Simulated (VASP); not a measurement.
Runs of VASP 6.6.1 on Pd. The structure is that of space group Fm-3m (No. 225), or close to it. The cells are those of the table. 

```tsv
task	potentials or basis	cell	cutoff (eV)	second run	gap on the mesh (eV)	pressure (GPa)
single point	VASP PAW PBE potentials, release 64 (Pd_sv_GW)	a = 2.707 Å, angles 60.0°, 1 atom	590	valence_matched	none	12.2
single point	VASP PAW PBE potentials, release 64 (Pd)	a = 2.790 Å, angles 60.0°, 1 atom	520	-	none	-4.5
single point	VASP PAW PBE potentials, release 64 (Pd)	a = 2.763 Å, angles 60.0°, 1 atom	520	-	none	0.7
single point	VASP PAW PBE potentials, release 64 (Pd)	a = 2.817 Å, angles 60.0°, 1 atom	520	-	none	(a)
single point	VASP PAW PBE potentials, release 64 (Pd)	a = 2.735 Å, angles 60.0°, 1 atom	520	-	none	7.0
single point	VASP PAW PBE potentials, release 64 (Pd)	a = 2.707 Å, angles 60.0°, 1 atom	520	-	none	(b)
relaxation of cell and atoms	VASP PAW PBE potentials, release 64 (Pd)	relaxed from a = 2.753 Å, angles 60.0°, 1 atom	600	-	none	0.1
```

Alike in all rows: level r2SCAN; no spin polarisation; k mesh 18 × 18 × 18; smearing gaussian 0.1 eV.

Estimate the missing entries.

(a) -8.8; (b) 14.6.

Caveats: the PAW data sets were made with another functional, which shifts forces and pressure a little.

A k mesh can miss the band edges, and the runs leave out spin-orbit coupling on Pd.

A gap of «none» marks levels without a gap at the run's occupations.

The runs don't all hold the same shells in valence.
